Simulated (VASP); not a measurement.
# Si7Ge (P-42m) in VASP: further runs

Si7Ge is run at these levels: PBEsol; tasks: single point.

All numbers are computed with VASP 6.6.1; they aren't measurements. Logs are shortened: lines on timing, memory, paths and dates and some standing lists are left out, and cuts for length are marked.

## 1. The cell of the first run

Symmetry: P-42m, No. 111, tetragonal system. Conventional cell: a = 5.568 Å, b = 5.568 Å, c = 5.372 Å, α = 90.00°, β = 90.00°, γ = 90.00°. Si (site symmetry m) has 3 Si at 2.37 to 2.38 Å and 1 Ge at 2.41 Å within 3.1 Å. Si (site symmetry 222) has 4 Si at 2.38 Å within 3.1 Å. Within 3.1 Å of Si (site symmetry -42m) lie 4 Si at 2.37 Å. Within 3.2 Å of Ge (site symmetry -42m) lie 4 Si at 2.41 Å.

## 2. Single point, PBEsol (biaxial strain in the a-b plane: +2.0 %, then relaxed in part)

The input, INCAR:

```
SYSTEM = Si7Ge
PREC = Accurate
ENCUT = 520
EDIFF = 1E-6
ISMEAR = 0
SIGMA = 0.01
LREAL = .False.
LASPH = .True.
NELM = 80
ALGO = Normal
ISIF = 2
LWAVE = .False.
LCHARG = .True.
GGA = PS
LELF = .True.
LVHAR = .True.
NBANDS = 31
```

The input, KPOINTS:

```
regular mesh
0
Gamma
  8 8 8
  0 0 0
```

The input, POSCAR:

```
Si7Ge
1.0
    5.5683603496      0.0000000000      0.0000000000
    0.0000000000      5.5683603496      0.0000000000
    0.0000000000      0.0000000000      5.3716490706
Si Ge
7 1
Direct
    0.2525590520      0.2525590520      0.2527071925
    0.0000000000      0.5000000000      0.5000000000
    0.5000000000      0.5000000000      0.0000000000
    0.5000000000      0.0000000000      0.5000000000
    0.7474409480      0.2525590520      0.7472928075
    0.7474409480      0.7474409480      0.2527071925
    0.2525590520      0.7474409480      0.7472928075
    0.0000000000      0.0000000000      0.0000000000
```

Potentials or basis: VASP PAW PBE potentials, release 64 (Si, Ge_d).

Command:

```bash
$ cat potpaw_PBE.64/Si/POTCAR potpaw_PBE.64/Ge_d/POTCAR > POTCAR
$ mpirun -np 1 vasp_std > vasp.out
```

OUTCAR:

```text
SYSTEM = Si7Ge
   PREC = Accurate
   ENCUT = 520
   EDIFF = 1E-6
   ISMEAR = 0
   LREAL = .False.
   LASPH = .True.
   NELM = 80
   ISIF = 2
   GGA = PS

 ion  position               nearest neighbor table
   1  0.253  0.253  0.253-   3 2.37   2 2.38   4 2.38   8 2.41
   2  0.000  0.500  0.500-   1 2.38   5 2.38   6 2.38   7 2.38
   3  0.500  0.500  0.000-   1 2.37   5 2.37   6 2.37   7 2.37
   4  0.500  0.000  0.500-   1 2.38   5 2.38   6 2.38   7 2.38
   5  0.747  0.253  0.747-   3 2.37   2 2.38   4 2.38   8 2.41
   6  0.747  0.747  0.253-   3 2.37   2 2.38   4 2.38   8 2.41
   7  0.253  0.747  0.747-   3 2.37   2 2.38   4 2.38   8 2.41
   8  0.000  0.000  0.000-   1 2.41   5 2.41   6 2.41   7 2.41

  LATTYP: Found a simple tetragonal cell.
 ALAT       =     5.5683603496
 C/A-ratio  =     0.9646733928

  Lattice vectors:

 A1 = (   5.5683603496,   0.0000000000,   0.0000000000)
 A2 = (   0.0000000000,   5.5683603496,   0.0000000000)
 A3 = (   0.0000000000,   0.0000000000,   5.3716490706)

Analysis of symmetry for initial positions (statically):
=====================================================================
 Subroutine PRICEL returns:
 Original cell was already a primitive cell.

 Routine SETGRP: Setting up the symmetry group for a
 simple tetragonal supercell.

 Subroutine GETGRP returns: Found  8 space group operations
 (whereof  8 operations were pure point group operations)
 out of a pool of 16 trial point group operations.

The static configuration has the point symmetry D_2d.

Analysis of symmetry for dynamics (positions and initial velocities):
=====================================================================
 Subroutine PRICEL returns:
 Original cell was already a primitive cell.

 Routine SETGRP: Setting up the symmetry group for a
 simple tetragonal supercell.

 Subroutine GETGRP returns: Found  8 space group operations
 (whereof  8 operations were pure point group operations)
 out of a pool of 16 trial point group operations.

The dynamic configuration has the point symmetry D_2d.

 Subroutine INISYM returns: Found  8 space group operations
 (whereof  8 operations are pure point group operations),
 and found     1 'primitive' translations

----------------------------------------------------------------------------------------

                                     Primitive cell

  volume of cell :     166.5568

  direct lattice vectors                    reciprocal lattice vectors
     5.568360350  0.000000000  0.000000000     0.179586079  0.000000000  0.000000000
     0.000000000  5.568360350  0.000000000     0.000000000  0.179586079  0.000000000
     0.000000000  0.000000000  5.371649071     0.000000000  0.000000000  0.186162571

  length of vectors
     5.568360350  5.568360350  5.371649071     0.179586079  0.179586079  0.186162571

  position of ions in fractional coordinates (direct lattice)
     0.252559052  0.252559052  0.252707192
     0.000000000  0.500000000  0.500000000
     0.500000000  0.500000000  0.000000000
     0.500000000  0.000000000  0.500000000
     0.747440948  0.252559052  0.747292808
     0.747440948  0.747440948  0.252707192
     0.252559052  0.747440948  0.747292808
     0.000000000  0.000000000  0.000000000

  ion indices of the primitive-cell ions
   primitive index   ion index
                 1           1
                 2           2
                 3           3
                 4           4
                 5           5
                 6           6
                 7           7
                 8           8

----------------------------------------------------------------------------------------

 KPOINTS: regular mesh

Automatic generation of k-mesh.
 Grid dimensions read from file:
 generate k-points for:    8    8    8

 Generating k-lattice:

  Cartesian coordinates                     Fractional coordinates (reciprocal lattice)
     0.022448260  0.000000000  0.000000000     0.125000000  0.000000000  0.000000000
     0.000000000  0.022448260  0.000000000     0.000000000  0.125000000  0.000000000
     0.000000000  0.000000000  0.023270321     0.000000000  0.000000000  0.125000000

  Length of vectors
     0.022448260  0.022448260  0.023270321

  Shift w.r.t. Gamma in fractional coordinates (k-lattice)
     0.000000000  0.000000000  0.000000000

 Subroutine IBZKPT returns following result:
 ===========================================

 Found     75 irreducible k-points:

 Following reciprocal coordinates:
            Coordinates               Weight
  0.000000  0.000000  0.000000      1.000000
  0.125000  0.000000  0.000000      4.000000
  0.250000  0.000000  0.000000      4.000000
  0.375000  0.000000  0.000000      4.000000
  0.500000  0.000000  0.000000      2.000000
  0.125000  0.125000  0.000000      4.000000
[... 16 lines left out ...]
  0.375000  0.125000  0.125000     16.000000
  0.500000  0.125000  0.125000      8.000000
 [... further k-points ...]
   k-points           NKPTS =     75   k-points in BZ     NKDIM =     75   number of bands    NBANDS=     31
   number of dos      NEDOS =    301   number of ions     NIONS =      8
   total plane-waves  NPLWV =  70560
   dimension x,y,z NGX =    42 NGY =   42 NGZ =   40
   dimension x,y,z NGXF=    84 NGYF=   84 NGZF=   80
   ions per type =               7   1
   NGX,Y,Z   is equivalent  to a cutoff of  12.54, 12.54, 12.38 a.u.
   NGXF,Y,Z  is equivalent  to a cutoff of  25.08, 25.08, 24.76 a.u.
 SYSTEM =  Si7Ge
   PREC   = accura    normal or accurate (medium, high low for compatibility)
   ISTART =      0    job   : 0-new  1-cont  2-samecut
   ICHARG =      2    charge: 1-file 2-atom 10-const
   ISPIN  =      1    spin polarized calculation?
   LNONCOLLINEAR =      F non collinear calculations
   LSORBIT =      F    spin-orbit coupling
   LASPH  =      T    aspherical Exc in radial PAW
   ENCUT  =  520.0 eV  38.22 Ry    6.18 a.u.  10.35 10.35  9.99*2*pi/ulx,y,z
   NELM   =     80;   NELMIN=  2; NELMDL= -5     # of ELM steps
   EDIFF  = 0.1E-05   stopping-criterion for ELM
   LREAL  =      F    real-space projection
   EDIFFG = 0.1E-04   stopping-criterion for IOM
   NSW    =      0    number of steps for IOM
   IBRION =     -1    ionic relax: 0-MD 1-quasi-New 2-CG
   NFREE  =      0    steps in history (QN), initial steepest desc. (CG)
   ISIF   =      2    stress and relaxation
   ISYM   =      2    0-nonsym 1-usesym 2-fastsym
   POTIM  = 0.5000    time-step for ionic-motion
   TEBEG  =    0.0;   TEEND  =   0.0 temperature during run
   PSTRESS=    0.0 pullay stress
   NELECT =      42.0000    total number of electrons
   NUPDOWN=      -1.0000    fix difference up-down
   EMIN   =  10.00;   EMAX   =-10.00  energy-range for DOS
   EFERMI =   0.00;   METHOD = LEGACY
   ISMEAR =     0;   SIGMA  =   0.01  broadening in eV -4-tet -1-fermi 0-gaus
   EFERMI_NEDOS =   21; number of points for ismear=-14 and -15
   IALGO  =     38    algorithm
   IMIX   =      4    mixing-type and parameters
     AMIX     =   0.40;   BMIX     =  1.00
     AMIX_MAG =   1.60;   BMIX_MAG =  1.00
  volume/ion in A,a.u.               =      20.82       140.50
  Fermi-wavevector in a.u.,A,eV,Ry     =   1.034278  1.954501 14.554565  1.069730
  Thomas-Fermi vector in A             =   2.168565
   LORBIT       =      0    0 simple, 1 ext, 2 COOP (PROOUT), +10 PAW based schemes
   GGA     = PS    functional components
   LHFCALC =     F    Hartree Fock is set to
   AEXX    =    0.0000 exact exchange contribution
   IVDW    =     0    specifies the selected vdW correction
   LEPSILON=     F    determine dielectric tensor
   LRPA    =     F    only Hartree local field effects (RPA)
 non-spin polarized calculation
 Gauss-broadening in eV      SIGMA  =   0.01
  energy-cutoff  :      520.00
  volume of cell :      166.56
 maximum number of plane-waves:      4548
 NGX is ok and might be reduce to    42
   NGX = 21   NGY = 21   NGZ = 19

 number of electron      41.9999988 magnetization

 Free energy of the ion-electron system (eV)
  ---------------------------------------------------
  ext. energy  EPLUGINS =         0.00000000
  ---------------------------------------------------
  free energy    TOTEN  =       -45.06688413 eV

  energy without entropy =      -45.06688413  energy(sigma->0) =      -45.06688413

 E-fermi :   5.6270     XC(G=0):  -9.5472

 val. band max:        5.5744421089   @ k =   0.0000   0.0000   0.0000
 cond. band min:       5.6984639214   @ k =   0.0000   0.0000   0.1250
 fundamental gap:      0.1240218124
 Fermi energy:         5.6269578961

 k-point     1 :       0.0000    0.0000    0.0000
  band No.  band energies     occupation
      1     -18.6760      2.00000
      2     -18.6760      2.00000
      3     -18.6751      2.00000
      4     -18.6532      2.00000
      5     -18.6496      2.00000
      6      -6.5165      2.00000
[... 23 lines left out ...]
     30       7.9990      0.00000
     31       8.0547      0.00000

 k-point     2 :       0.1250    0.0000    0.0000
  band No.  band energies     occupation
      1     -18.6760      2.00000
      2     -18.6760      2.00000
      3     -18.6751      2.00000
      4     -18.6532      2.00000
      5     -18.6496      2.00000
      6      -6.4517      2.00000
[... 23 lines left out ...]
     30       8.3685      0.00000
     31       8.5109      0.00000

 k-point     3 :       0.2500    0.0000    0.0000
  band No.  band energies     occupation
      1     -18.6760      2.00000
      2     -18.6760      2.00000
      3     -18.6751      2.00000
      4     -18.6532      2.00000
      5     -18.6496      2.00000
      6      -6.2580      2.00000
[... 703 lines left out ...]
     30       9.8701      0.00000
     31      10.0450      0.00000

 k-point    24 :       0.5000    0.1250    0.1250
  band No.  band energies     occupation
      1     -18.6760      2.00000
      2     -18.6760      2.00000
      3     -18.6751      2.00000
      4     -18.6532      2.00000
      5     -18.6495      2.00000
      6      -5.4636      2.00000
[... 23 lines left out ...]
     30      10.0170      0.00000
     31      10.1265      0.00000

 [... further k-points ...]

------------------------ aborting loop because EDIFF is reached ----------------------------------------

  FORCE on cell =-STRESS in cart. coord.  units (eV):
  Direction    XX          YY          ZZ          XY          YZ          ZX
  --------------------------------------------------------------------------------------
  -------------------------------------------------------------------------------------
  Total       -3.1473767     -3.1473767      0.0646676      0.0000000     -0.0000000      0.0000000
  in kB      -30.2758968    -30.2758968      0.6220635      0.0000000     -0.0000000      0.0000000
  external PRESSURE =     -19.9765767 kB  Pullay stress =       0.0000000 kB

 VOLUME and BASIS-vectors are now :
 -----------------------------------------------------------------------------
  energy-cutoff  :      520.00
  volume of cell :      166.56
      direct lattice vectors                 reciprocal lattice vectors
     5.568360350  0.000000000  0.000000000     0.179586079  0.000000000  0.000000000
     0.000000000  5.568360350  0.000000000     0.000000000  0.179586079  0.000000000
     0.000000000  0.000000000  5.371649071     0.000000000  0.000000000  0.186162571

 POSITION                                       TOTAL-FORCE (eV/Angst)
 -----------------------------------------------------------------------------------
      1.40634      1.40634      1.35745        -0.003293     -0.003293     -0.002533
      0.00000      2.78418      2.68582         0.000000      0.000000     -0.000000
      2.78418      2.78418      0.00000         0.000000      0.000000      0.000000
      2.78418      0.00000      2.68582         0.000000      0.000000      0.000000
      4.16202      1.40634      4.01419         0.003293     -0.003293      0.002533
      4.16202      4.16202      1.35745         0.003293      0.003293     -0.002533
      1.40634      4.16202      4.01419        -0.003293      0.003293      0.002533
      0.00000      0.00000      0.00000         0.000000      0.000000      0.000000
 -----------------------------------------------------------------------------------
    total drift:                               -0.000000     -0.000000      0.000000

  FREE ENERGIE OF THE ION-ELECTRON SYSTEM (eV)
  ---------------------------------------------------
  free  energy   TOTEN  =       -45.0668841278 eV

  energy  without entropy=      -45.0668841278  energy(sigma->0) =      -45.06688413
```

It took 4 min on 1 thread of Intel Xeon Platinum 8488C (Sapphire Rapids), shared host; peak memory 0.46 GiB.

What came out:

```
Free energy            : -45.0669 eV
Pressure               : -2.0 GPa
Largest force          : 0.005 eV/Å
Band gap on the k mesh : 0.12 eV
```

Forces on the atoms (eV/Å):
```
Si  -0.003 -0.003 -0.003
Si   0.000  0.000  0.000
Si   0.000  0.000  0.000
Si   0.000  0.000  0.000
Si   0.003 -0.003  0.003
Si   0.003  0.003 -0.003
Si  -0.003  0.003  0.003
Ge   0.000  0.000  0.000
```

Caveat: the cell differs from its parent crystal (biaxial strain in the a-b plane: +2.0 %, then relaxed in part); semilocal functionals underestimate gaps, and a narrow one can read as zero; the PAW data sets were made with another functional, which shifts forces and pressure a little. A k mesh can miss the band edges.

## 3. Single point, PBEsol

The input, INCAR:

```
  PREC = Accurate
  ENCUT = 520
  EDIFF = 1E-6
  ISMEAR = 0
  SIGMA = 0.01
  LREAL = False
  LASPH = True
  NELM = 60
  ALGO = Normal
  ISIF = 2
  LWAVE = False
  LCHARG = False
  GGA = PS
  NBANDS = 31
```

The input, KPOINTS:

```
Automatic mesh
0
Gamma
  8 8 8
```

POSCAR is that of step 2.

Potentials or basis: VASP PAW PBE potentials, release 64 (Si, Ge_d).

Command:

```bash
$ cat potpaw_PBE.64/Si/POTCAR potpaw_PBE.64/Ge_d/POTCAR > POTCAR
$ mpirun -np 1 vasp_std > vasp.out
```

Run time: 3.9 min. Hardware: 1 thread of Intel Xeon Platinum 8488C (Sapphire Rapids), shared host; peak memory 0.46 GiB.

Results (log left out):

```
Free energy            : -45.0669 eV
Pressure               : -2.0 GPa
Largest force          : 0.005 eV/Å
Band gap on the k mesh : 0.12 eV
```

Forces on the atoms (eV/Å):
```
Si  -0.003 -0.003 -0.003
Si   0.000  0.000  0.000
Si   0.000  0.000  0.000
Si   0.000  0.000  0.000
Si   0.003 -0.003  0.003
Si   0.003  0.003 -0.003
Si  -0.003  0.003  0.003
Ge   0.000  0.000  0.000
```

Stress tensor (GPa, compression positive):
```
-3.03  0.00  0.00
 0.00 -3.03  0.00
 0.00  0.00  0.06
```

Levels at points of the mesh, in eV from the valence-band top:
```tsv
k point	band 17	band 18	band 19	band 20	band 21	band 22	band 23	band 24	band 25	band 26
(0.00, 0.00, 0.00)	-2.89	-2.87	-0.23	-0.23	0.00	0.13	0.38	0.57	0.65	0.65
(0.50, 0.00, 0.00)	-3.73	-2.05	-2.00	-1.91	-1.86	0.91	1.08	2.84	2.84	3.81
(0.50, 0.50, 0.00)	-3.71	-1.78	-1.66	-1.59	-1.59	1.87	1.87	1.94	2.13	4.47
(0.00, 0.00, 0.50)	-3.51	-2.22	-2.22	-2.10	-2.10	0.62	0.79	2.88	2.92	4.28
(0.50, 0.00, 0.50)	-3.91	-1.51	-1.40	-1.33	-1.32	2.19	2.19	2.25	2.46	4.28
(0.50, 0.50, 0.50)	-1.46	-1.30	-1.18	-1.18	-1.06	0.71	1.12	1.12	1.19	2.91
```

Caveat: semilocal functionals underestimate gaps, and a narrow one can read as zero; the PAW data sets were made with another functional, which shifts forces and pressure a little. A k mesh can miss the band edges.
